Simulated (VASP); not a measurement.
The system is Si2W.

```xyz
9
Lattice="4.6169 0.0000 0.0000 -2.3084 3.9983 0.0000 0.0000 0.0000 6.6532" Properties=species:S:1:pos:R:3 pbc="T T T"
W     2.3084    0.0000    3.3266
W     1.1542    1.9992    5.5444
W    -1.1542    1.9992    1.1089
Si    1.1332    0.6542    1.1089
Si    3.4837    0.6542    5.5444
Si    0.0000    1.3085    3.3266
Si    1.1753    3.3441    1.1089
Si   -1.1753    3.3441    5.5444
Si    2.3084    2.6899    3.3266
```

- Program: VASP 6.6.1
- Task: relaxation of cell and atoms
- Functional: revPBE
- Dispersion: D3(BJ)
- Potentials or basis: VASP PAW PBE potentials, release 64 (W_sv, Si)
- Cutoff: 600 eV
- k mesh: 7 × 7 × 4
- Occupations: fermi-dirac, width 0.05 eV
- Spin: no spin polarisation

At the start: pressure -11.6 GPa; volume 13.65 Å³/atom.

How do energy, volume and symmetry change on relaxing?

Over 9 steps the energy falls by 26.6 meV/atom and the volume is 12.95 Å³/atom (-5.1 %); space group P6_222 (No. 180, to 0.1 Å) before and after.

The path:
```tsv
step	energy change (eV)	largest force (eV/Å)	pressure (GPa)	volume (Å³)
1	0.0000	0.0012	-11.60	122.82
2	0.6231	0.0970	28.67	106.07
3	-0.2384	0.0309	-0.37	116.72
4	-0.2386	0.0318	-0.05	116.57
5	-0.2385	0.0325	0.21	116.44
6	-0.2393	0.0010	0.25	116.41
7	-0.2393	0.0035	0.24	116.42
8	-0.2392	0.0004	-0.35	116.69
9	-0.2394	0.0021	0.02	116.52
```

Final structure:
```xyz
9
Lattice="4.5327 0.0000 0.0000 -2.2663 3.9254 0.0000 0.0000 0.0000 6.5486" Properties=species:S:1:pos:R:3 pbc="T T T"
W     2.2663    0.0000    3.2743
W     1.1332    1.9627    5.4572
W    -1.1332    1.9627    1.0914
Si    1.1114    0.6417    1.0914
Si    3.4212    0.6417    5.4572
Si    0.0000    1.2834    3.2743
Si    1.1549    3.2837    1.0914
Si   -1.1549    3.2837    5.4572
Si    2.2663    2.6420    3.2743
```

Caveat: the dispersion term is far too large for a dense solid, which distorts pressure and volume; the PAW data sets were made with another functional, which shifts forces and pressure a little.
